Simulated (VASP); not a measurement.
Cd, 2 atoms in the cell. It takes space group P6_3/mmc (No. 194, hexagonal). The conventional cell has a = 3.083 Å, b = 3.083 Å, c = 5.618 Å, α = 90.00°, β = 90.00°, γ = 120.00°. Within 4.1 Å of Cd (site symmetry -6m2) lie 12 Cd at 3.08 to 3.33 Å.  This cell differs from its parent crystal: strain +0.0350 x Voigt [1, 1, 0, 0, 0, 0].

| Property | Result |
| --- | --- |
| Program | VASP 6.6.1 |
| Task | single point |
| Functional | PBE |
| Potentials or basis | VASP PAW PBE potentials, release 64 (Cd) |
| Cutoff | 520 eV |
| k mesh | 18 × 18 × 8 |
| Occupations | gaussian, width 0.15 eV |
| Spin | no spin polarisation |
| Dipole correction | no |
| Further INCAR settings | ALGO = Fast; EDIFF = 1e-07; NBANDS = 19 |

Potentials or basis: VASP PAW PBE potentials, release 64 (Cd).

Launch:

```console
$ cat potpaw_PBE.64/Cd/POTCAR > POTCAR
$ mpirun -np 1 vasp_std > vasp.out
```

Hardware: 1 thread of Intel(R) Xeon(R) 6975P-C (Granite Rapids), with other jobs on the host.

Question: How long does it take, and how much memory?

Answer: Wall time 38 s on 1 thread of Intel(R) Xeon(R) 6975P-C (Granite Rapids), with other jobs on the host, peak memory 0.25 GiB. Counts: scf iterations 12, k points 185.
